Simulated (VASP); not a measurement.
# Nb (Pm-3m) in VASP: relaxation of cell and atoms with PBEsol

Aim: the relaxation of cell and atoms of Nb with PBEsol.

Program: VASP 6.6.1. These are calculated values, not measurements. Logs are shortened: lines on timing, memory, paths and dates and some standing lists are left out, and cuts for length are marked.

### Step 1. The cell of the first run

Symmetry: Pm-3m, No. 221, cubic system. The conventional cell has a = 2.708 Å, b = 2.708 Å, c = 2.708 Å, α = 90.00°, β = 90.00°, γ = 90.00°. Within 3.6 Å of Nb (site symmetry m-3m) lie 6 Nb at 2.71 Å.

This isn't the form of Nb at room conditions, which is bcc.

### Step 2. Relaxation of cell and atoms, PBEsol

File INCAR:

```
SYSTEM = Nb
  PREC = Accurate
  ENCUT = 500
  EDIFF = 1E-7
  ISMEAR = 0
  SIGMA = 0.1
  LREAL = .False.
  LASPH = .True.
  NELM = 120
  ALGO = Normal
  ISIF = 3
  LWAVE = .False.
  LCHARG = .False.
  GGA = PS
  IBRION = 2
  NSW = 100
  EDIFFG = -0.01
  GGA_COMPAT = .False.
  NELMIN = 4
```

File KPOINTS:

```
regular mesh
0
Gamma
  20 20 20
  0 0 0
```

File POSCAR:

```
Nb
1.0
    2.7079840849      0.0000000000      0.0000000000
    0.0000000000      2.7079840849      0.0000000000
    0.0000000000      0.0000000000      2.7079840849
Nb
1
Direct
    0.0000000000      0.0000000000      0.0000000000
```

Potentials or basis: VASP PAW PBE potentials, release 64 (Nb_sv).

On the command line:

```bash
cat potpaw_PBE.64/Nb_sv/POTCAR > POTCAR
mpirun -np 1 vasp_std > vasp.out
```

OUTCAR:

```text
SYSTEM = Nb
   PREC = Accurate
   ENCUT = 500
   EDIFF = 1E-7
   ISMEAR = 0
   LREAL = .False.
   LASPH = .True.
   NELM = 120
   ISIF = 3
   GGA = PS
   IBRION = 2
   NSW = 100
   EDIFFG = -0.01
   NELMIN = 4

 ion  position               nearest neighbor table
   1  0.000  0.000  0.000-

  LATTYP: Found a simple cubic cell.
 ALAT       =     2.7079840849

  Lattice vectors:

 A1 = (   2.7079840849,   0.0000000000,   0.0000000000)
 A2 = (   0.0000000000,   2.7079840849,   0.0000000000)
 A3 = (   0.0000000000,   0.0000000000,   2.7079840849)

Analysis of symmetry for initial positions (statically):
=====================================================================
 Subroutine PRICEL returns:
 Original cell was already a primitive cell.

 Routine SETGRP: Setting up the symmetry group for a
 simple cubic supercell.

 Subroutine GETGRP returns: Found 48 space group operations
 (whereof 48 operations were pure point group operations)
 out of a pool of 48 trial point group operations.

The static configuration has the point symmetry O_h .

Analysis of symmetry for dynamics (positions and initial velocities):
=====================================================================
 Subroutine PRICEL returns:
 Original cell was already a primitive cell.

 Routine SETGRP: Setting up the symmetry group for a
 simple cubic supercell.

 Subroutine GETGRP returns: Found 48 space group operations
 (whereof 48 operations were pure point group operations)
 out of a pool of 48 trial point group operations.

The dynamic configuration has the point symmetry O_h .

 Subroutine INISYM returns: Found 48 space group operations
 (whereof 48 operations are pure point group operations),
 and found     1 'primitive' translations

----------------------------------------------------------------------------------------

                                     Primitive cell

  volume of cell :      19.8581

  direct lattice vectors                    reciprocal lattice vectors
     2.707984085  0.000000000  0.000000000     0.369278389  0.000000000  0.000000000
     0.000000000  2.707984085  0.000000000     0.000000000  0.369278389  0.000000000
     0.000000000  0.000000000  2.707984085     0.000000000  0.000000000  0.369278389

  length of vectors
     2.707984085  2.707984085  2.707984085     0.369278389  0.369278389  0.369278389

  position of ions in fractional coordinates (direct lattice)
     0.000000000  0.000000000  0.000000000

  ion indices of the primitive-cell ions
   primitive index   ion index
                 1           1

----------------------------------------------------------------------------------------

 KPOINTS: regular mesh

Automatic generation of k-mesh.
 Grid dimensions read from file:
 generate k-points for:   20   20   20

 Generating k-lattice:

  Cartesian coordinates                     Fractional coordinates (reciprocal lattice)
     0.018463919  0.000000000  0.000000000     0.050000000  0.000000000  0.000000000
     0.000000000  0.018463919  0.000000000     0.000000000  0.050000000  0.000000000
     0.000000000  0.000000000  0.018463919     0.000000000  0.000000000  0.050000000

  Length of vectors
     0.018463919  0.018463919  0.018463919

  Shift w.r.t. Gamma in fractional coordinates (k-lattice)
     0.000000000  0.000000000  0.000000000

 Subroutine IBZKPT returns following result:
 ===========================================

 Found    286 irreducible k-points:

 Following reciprocal coordinates:
            Coordinates               Weight
  0.000000  0.000000  0.000000      1.000000
  0.050000  0.000000  0.000000      6.000000
  0.100000  0.000000  0.000000      6.000000
  0.150000  0.000000  0.000000      6.000000
  0.200000  0.000000  0.000000      6.000000
  0.250000  0.000000  0.000000      6.000000
[... 16 lines left out ...]
  0.150000  0.100000  0.000000     24.000000
  0.200000  0.100000  0.000000     24.000000
 [... further k-points ...]
   k-points           NKPTS =    286   k-points in BZ     NKDIM =    286   number of bands    NBANDS=     10
   number of dos      NEDOS =    301   number of ions     NIONS =      1
   total plane-waves  NPLWV =   8000
   dimension x,y,z NGX =    20 NGY =   20 NGZ =   20
   dimension x,y,z NGXF=    40 NGYF=   40 NGZF=   40
   ions per type =               1
   NGX,Y,Z   is equivalent  to a cutoff of  12.28, 12.28, 12.28 a.u.
   NGXF,Y,Z  is equivalent  to a cutoff of  24.56, 24.56, 24.56 a.u.
 SYSTEM =  Nb
   PREC   = accura    normal or accurate (medium, high low for compatibility)
   ISTART =      0    job   : 0-new  1-cont  2-samecut
   ICHARG =      2    charge: 1-file 2-atom 10-const
   ISPIN  =      1    spin polarized calculation?
   LNONCOLLINEAR =      F non collinear calculations
   LSORBIT =      F    spin-orbit coupling
   LASPH  =      T    aspherical Exc in radial PAW
   ENCUT  =  500.0 eV  36.75 Ry    6.06 a.u.   4.94  4.94  4.94*2*pi/ulx,y,z
   NELM   =    120;   NELMIN=  4; NELMDL= -5     # of ELM steps
   EDIFF  = 0.1E-06   stopping-criterion for ELM
   LREAL  =      F    real-space projection
   EDIFFG = -.1E-01   stopping-criterion for IOM
   NSW    =    100    number of steps for IOM
   IBRION =      2    ionic relax: 0-MD 1-quasi-New 2-CG
   NFREE  =      1    steps in history (QN), initial steepest desc. (CG)
   ISIF   =      3    stress and relaxation
   ISYM   =      2    0-nonsym 1-usesym 2-fastsym
   POTIM  = 0.5000    time-step for ionic-motion
   TEBEG  =    0.0;   TEEND  =   0.0 temperature during run
   PSTRESS=    0.0 pullay stress
   NELECT =      13.0000    total number of electrons
   NUPDOWN=      -1.0000    fix difference up-down
   EMIN   =  10.00;   EMAX   =-10.00  energy-range for DOS
   EFERMI =   0.00;   METHOD = LEGACY
   ISMEAR =     0;   SIGMA  =   0.10  broadening in eV -4-tet -1-fermi 0-gaus
   EFERMI_NEDOS =   21; number of points for ismear=-14 and -15
   IALGO  =     38    algorithm
   IMIX   =      4    mixing-type and parameters
     AMIX     =   0.40;   BMIX     =  1.00
     AMIX_MAG =   1.60;   BMIX_MAG =  1.00
  volume/ion in A,a.u.               =      19.86       134.01
  Fermi-wavevector in a.u.,A,eV,Ry     =   1.421488  2.686223 27.492312  2.020628
  Thomas-Fermi vector in A             =   2.542292
   LORBIT       =      0    0 simple, 1 ext, 2 COOP (PROOUT), +10 PAW based schemes
   GGA     = PS    functional components
   LHFCALC =     F    Hartree Fock is set to
   AEXX    =    0.0000 exact exchange contribution
   IVDW    =     0    specifies the selected vdW correction
   LEPSILON=     F    determine dielectric tensor
   LRPA    =     F    only Hartree local field effects (RPA)
 conjugate gradient relaxation of ions
 non-spin polarized calculation
 Gauss-broadening in eV      SIGMA  =   0.10
  energy-cutoff  :      500.00
  volume of cell :       19.86
 maximum number of plane-waves:       518
 NGX is ok and might be reduce to    20
   NGX =  9   NGY =  9   NGZ =  9

--------------------------------------- Ionic step        1  -------------------------------------------

 number of electron      12.9999998 magnetization

 Free energy of the ion-electron system (eV)
  ---------------------------------------------------
  ext. energy  EPLUGINS =         0.00000000
  ---------------------------------------------------
  free energy    TOTEN  =        -9.91795526 eV

  energy without entropy =       -9.90974336  energy(sigma->0) =       -9.91384931

 E-fermi :   9.7867     XC(G=0): -12.0162

 val. band max:        9.7851066143   @ k =   0.5000   0.2000   0.1500
 cond. band min:       9.7915248873   @ k =   0.3000   0.2000   0.0000
 fundamental gap:      0.0064182729
 Fermi energy:         9.7866982212

 k-point     1 :       0.0000    0.0000    0.0000
  band No.  band energies     occupation
      1     -44.7431      2.00000
      2     -20.0224      2.00000
      3     -20.0224      2.00000
      4     -20.0224      2.00000
      5       4.1717      2.00000
      6       7.0113      2.00000
      7       7.0113      2.00000
      8      15.0080      0.00000
      9      15.0080      0.00000
     10      15.0080      0.00000

 k-point     2 :       0.0500    0.0000    0.0000
  band No.  band energies     occupation
      1     -44.7384      2.00000
      2     -20.0625      2.00000
      3     -20.0190      2.00000
      4     -20.0190      2.00000
      5       4.2457      2.00000
      6       7.0310      2.00000
      7       7.0928      2.00000
      8      14.8894      0.00000
      9      14.8894      0.00000
     10      15.0161      0.00000
[... 343 lines left out ...]
 POSITION                                       TOTAL-FORCE (eV/Angst)
 -----------------------------------------------------------------------------------
      0.00000      0.00000      0.00000        -0.000000     -0.000000      0.000000
 -----------------------------------------------------------------------------------
    total drift:                               -0.000000      0.000000      0.000000

  FREE ENERGIE OF THE ION-ELECTRON SYSTEM (eV)
  ---------------------------------------------------
  free  energy   TOTEN  =        -9.9110606297 eV

  energy  without entropy=       -9.9036127947  energy(sigma->0) =       -9.90733671

--------------------------------------- Ionic step        3  -------------------------------------------

 number of electron      12.9999998 magnetization

 Free energy of the ion-electron system (eV)
  ---------------------------------------------------
  ext. energy  EPLUGINS =         0.00000000
  ---------------------------------------------------
  free energy    TOTEN  =        -9.92445821 eV

  energy without entropy =       -9.91659842  energy(sigma->0) =       -9.92052831

 E-fermi :  10.1575     XC(G=0): -12.1556

 val. band max:       10.1544961953   @ k =   0.4000   0.2000   0.1500
 cond. band min:      10.1660064261   @ k =   0.3000   0.2000   0.0000
 fundamental gap:      0.0115102309
 Fermi energy:        10.1575053384

 k-point     1 :       0.0000    0.0000    0.0000
  band No.  band energies     occupation
      1     -44.3692      2.00000
      2     -19.5856      2.00000
      3     -19.5856      2.00000
      4     -19.5856      2.00000
      5       4.4754      2.00000
      6       7.2648      2.00000
      7       7.2648      2.00000
      8      15.5460      0.00000
      9      15.5460      0.00000
     10      15.5460      0.00000

 k-point     2 :       0.0500    0.0000    0.0000
  band No.  band energies     occupation
      1     -44.3640      2.00000
      2     -19.6292      2.00000
      3     -19.5819      2.00000
      4     -19.5819      2.00000
      5       4.5516      2.00000
      6       7.2851      2.00000
      7       7.3503      2.00000
      8      15.4213      0.00000
      9      15.4213      0.00000
     10      15.5545      0.00000
[... 308 lines left out ...]
 POSITION                                       TOTAL-FORCE (eV/Angst)
 -----------------------------------------------------------------------------------
      0.00000      0.00000      0.00000        -0.000000     -0.000000      0.000000
 -----------------------------------------------------------------------------------
    total drift:                               -0.000000      0.000000      0.000000

  FREE ENERGIE OF THE ION-ELECTRON SYSTEM (eV)
  ---------------------------------------------------
  free  energy   TOTEN  =        -9.9244582069 eV

  energy  without entropy=       -9.9165984193  energy(sigma->0) =       -9.92052831

 reached required accuracy - stopping structural energy minimisation
```

It took 3.3 min on 1 thread of Intel Xeon 8259CL, shared host; peak memory 0.17 GiB.

Results:

| Property | Result |
| --- | --- |
| Free energy | -9.9245 eV |
| Relaxed volume | 19.32 Å³/atom |
| Relaxed cell | a = 2.683 Å, b = 2.683 Å, c = 2.683 Å, α = 90.00°, β = 90.00°, γ = 90.00° |
| Space group after relaxing (to 0.1 Å) | Pm-3m (No. 221) |
| Energy gained by relaxing | 6.5 meV/atom |
| Ionic steps | 3 |
| Pressure after relaxing | 0.0 GPa |
| Band gap on the k mesh | zero (an odd number of electrons rules out a gap without spin polarisation) |

Step by step:
| step | energy change (eV) | largest force (eV/Å) | pressure (GPa) | volume (Å³) |
| --- | --- | --- | --- | --- |
| 1 | 0.0000 | 0.0000 | -3.69 | 19.86 |
| 2 | 0.0069 | 0.0000 | 5.99 | 18.57 |
| 3 | -0.0065 | 0.0000 | -0.03 | 19.32 |

Final structure:
```
Nb
1.0
     2.68316    0.00000    0.00000
     0.00000    2.68316    0.00000
     0.00000    0.00000    2.68316
Nb
1
Direct
  0.00000 0.00000 0.00000
```

Levels at points of the mesh, in eV from the Fermi level:
| k point | band 4 | band 5 | band 6 | band 7 | band 8 | band 9 | band 10 |
| --- | --- | --- | --- | --- | --- | --- | --- |
| (0.00, 0.00, 0.00) | -29.74 | -5.68 | -2.89 | -2.89 | 5.39 | 5.39 | 5.39 |
| (0.50, 0.00, 0.00) | -29.59 | -2.53 | -1.95 | 0.62 | 1.94 | 1.94 | 5.75 |
| (0.50, 0.50, 0.00) | -29.45 | -4.28 | -1.03 | 2.66 | 2.66 | 6.02 | 6.02 |
| (0.50, 0.50, 0.50) | -30.90 | -2.62 | -2.62 | -2.62 | 7.37 | 7.97 | 7.97 |

Caveat: the PAW data sets were made with another functional, which shifts forces and pressure a little.
